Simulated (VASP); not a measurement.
The system is SiF.

```xyz
2
Lattice="3.0286 0.0000 0.0000 0.0000 3.0286 0.0000 0.0000 0.0000 3.0286" Properties=species:S:1:pos:R:3 pbc="T T T"
Si    1.5143    1.5143    1.5143
F     0.0000    0.0000    0.0000
```

Base run:

| Item | Value |
| --- | --- |
| Program | VASP 6.6.1 |
| Functional | PBE |
| Potentials or basis | VASP PAW PBE potentials, release 64 (Si, F) |
| Cutoff | 520 eV |
| k mesh | 9 × 9 × 9 |
| Occupations | fermi-dirac, width 0.05 eV |
| Spin | no spin polarisation |

Its results: pressure 0.0 GPa.

The run is repeated on the same cell with these changes: functional from PBE to PBEsol; dispersion from none to D3(BJ). What comes out?

Pressure -5.3 GPa.

Several settings changed at once, so the effect can't be laid on one alone.

Caveats: an odd number of electrons without spin polarisation forces a metal; a magnetic or distorted state may lie lower; three body term missing (some runs); the PAW data sets were made with another functional, which shifts forces and pressure a little (some runs); pairwise dispersion overbinds metals, which lowers pressure and volume (some runs).
